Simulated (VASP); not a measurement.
Write the native input for VASP 6.6.1 that does the following.

```yaml
Task: electric field gradients
Functional: PBEsol
Potentials_or_basis: VASP PAW PBE potentials, release 64 (Sn_d)
Cutoff: 520 eV
k_mesh: 11 × 11 × 11
Occupations: fermi-dirac, width 0.05 eV
Spin: no spin polarisation
Dipole_correction: no
Further_INCAR_settings: ALGO = Normal; EDIFF = 1e-08; NBANDS = 21
```

The structure of Sn lies in POSCAR:

```
Sn
1.0
    0.0000000000      3.1793446744      3.1793446744
    3.1793446744      0.0000000000      3.1793446744
    3.1793446744      3.1793446744      0.0000000000
Sn
2
Direct
    0.5000000000      0.5000000000      0.5000000000
    0.7500000000      0.7500000000      0.7500000000
```

This isn't the form of Sn at room conditions, which is tetragonal (white tin).

The input as run:

INCAR

```
SYSTEM = Sn
ALGO = Normal
EDIFF = 1E-8
ENCUT = 520
GGA = PS
ISIF = 2
ISMEAR = -1
LASPH = .True.
LCHARG = .False.
LEFG = .True.
LREAL = .False.
LWAVE = .False.
NBANDS = 21
NELM = 80
PREC = Accurate
SIGMA = 0.05
```

KPOINTS

```
k-points
0
Gamma
  11 11 11
  0 0 0
```

Potentials or basis: VASP PAW PBE potentials, release 64 (Sn_d).

The run is started by

```bash
$ cat potpaw_PBE.64/Sn_d/POTCAR > POTCAR
$ mpirun -np 1 vasp_std > vasp.out
```

Results of the run:

```json
{"Pressure": "4.2 GPa", "Band gap on the k mesh": "zero (bands 14 and 15 overlap by 0.01 eV)", "Largest electric field gradient by atom": "under 0.05 V/Å² on every atom"}
```

Caveat: the cell stands under pressure; the PAW data sets were made with another functional, which shifts forces and pressure a little; spin-orbit coupling is left out, which moves the levels of the heavy elements.

It took 52 s on 1 thread of AMD EPYC 9R45 96-Core Processor (Zen 5), on a shared host, peak memory 0.2 GiB.
